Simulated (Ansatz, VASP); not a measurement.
Tl in VASP and in Ansatz

```
Tl
1.0
     3.47596    0.00000    0.00000
    -1.73798    3.01027    0.00000
     0.00000    0.00000    5.48822
Tl
2
Direct
  0.33333 0.66667 0.25000
  0.66667 0.33333 0.75000
```

Alike in both runs: functional PBEsol; k mesh 12 × 12 × 6; occupations fermi-dirac, width 0.1 eV; no spin polarisation.

Ansatz relaxed the structure, and its values are those at the end. VASP's run is a single point on that final structure, the one shown.

|  | VASP | Ansatz |
| --- | --- | --- |
| version | VASP 6.6.1 | Ansatz 0.2.0 |
| potentials or method | VASP PAW PBE potentials, release 64 (Tl_d) | PAW with Ansatz's default frozen-core files, scalar-relativistic |
| plane-wave cutoff (eV) | 520 | 420 |
| valence electrons in the cell | 26 | 26 |

|  | VASP | Ansatz | Ansatz less VASP |
| --- | --- | --- | --- |
| pressure (GPa) | -0.1 | 0.0 | +0.07 |

VASP's potentials were made for PBE, not for PBEsol.

Spin-orbit coupling is off throughout.
